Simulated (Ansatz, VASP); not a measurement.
**Two plane-wave programs on SiC**

INCAR

```
PREC = Accurate ; ENCUT = 600
EDIFF = 1E-6 ; ISMEAR = -1
SIGMA = 0.05 ; LREAL = False
LASPH = True ; NELM = 100
ALGO = Normal ; ISIF = 3
LWAVE = False ; LCHARG = False
GGA = PE ; ALDAC = 0.0
AGGAC = 0.0 ; IBRION = 2
NSW = 60 ; EDIFFG = -0.01
```

The input KPOINTS:

```
Automatic mesh
0
Gamma
  10 10 5
```

File POSCAR:

```
SiC
1.0
    3.0760000000      0.0000000000      0.0000000000
   -1.5380000000      2.6638941420      0.0000000000
    0.0000000000      0.0000000000      5.0480000000
Si C
2 2
Direct
    0.6666666667      0.3333333333      0.5000000000
    0.3333333333      0.6666666667      0.0000000000
    0.6666666667      0.3333333333      0.8850000000
    0.3333333333      0.6666666667      0.3850000000
```

input.yaml

```yaml
crystal:
  lattice:
    - [3.076, 0.0, 0.0]
    - [-1.538, 2.663894142, 0.0]
    - [0.0, 0.0, 5.048]
  atoms:
    - { symbol: Si, position: [0.6666666667, 0.3333333333, 0.5] }
    - { symbol: Si, position: [0.3333333333, 0.6666666667, 0.0] }
    - { symbol: C, position: [0.6666666667, 0.3333333333, 0.885] }
    - { symbol: C, position: [0.3333333333, 0.6666666667, 0.385] }
hamiltonian:
  xc: { exchange: pbe, correlation: none }
  pseudopotentials: { kind: paw }
kpoints:
  mp_grid: { grid: [10, 10, 5] }
scf:
  occupations: { method: fermi_dirac, width: 0.05 }
output:
  forces: true
  stress: true
  write_density: true
  write_potential: true
  elf: true
  volumetric_format: npy
relax:
  f_tol: 0.01
  max_steps: 40
  cell: { stress_tol: 0.05 }
```

Alike in both runs: task relaxation of cell and atoms; functional PBE exchange alone; k mesh 10 × 10 × 5; occupations fermi-dirac, width 0.05 eV; no spin polarisation.

```csv
,VASP,Ansatz
version,VASP 6.6.1,Ansatz 0.2.0
potentials or method,"VASP PAW PBE potentials, release 64 (Si, C)",Ansatz PAW
plane-wave cutoff (eV),600,420
valence electrons in the cell,16,16
```

Ansatz gave:

| Item | Value |
| --- | --- |
| gap on the k mesh at the Fermi level, each at its own relaxed structure (eV) | 2.89 |
| relaxed volume (Å³/atom) | 11.40 |
| relaxed cell length with the largest relative difference (Å) | 5.221 |

Question: What did VASP give for the same quantities?

Answer: gap on the k mesh at the Fermi level, each at its own relaxed structure (eV): 2.90; relaxed volume (Å³/atom): 11.42; relaxed cell length with the largest relative difference (Å): 5.223.

VASP's potentials were made for PBE, not for PBE exchange alone.

Noted on Ansatz's run: odd divisions of the mesh miss points on the zone boundary, where band edges often lie, so the gap on the mesh can be too wide; the plane-wave basis is chosen anew once the cell has moved, so the energies of steps on either side of that aren't comparable.
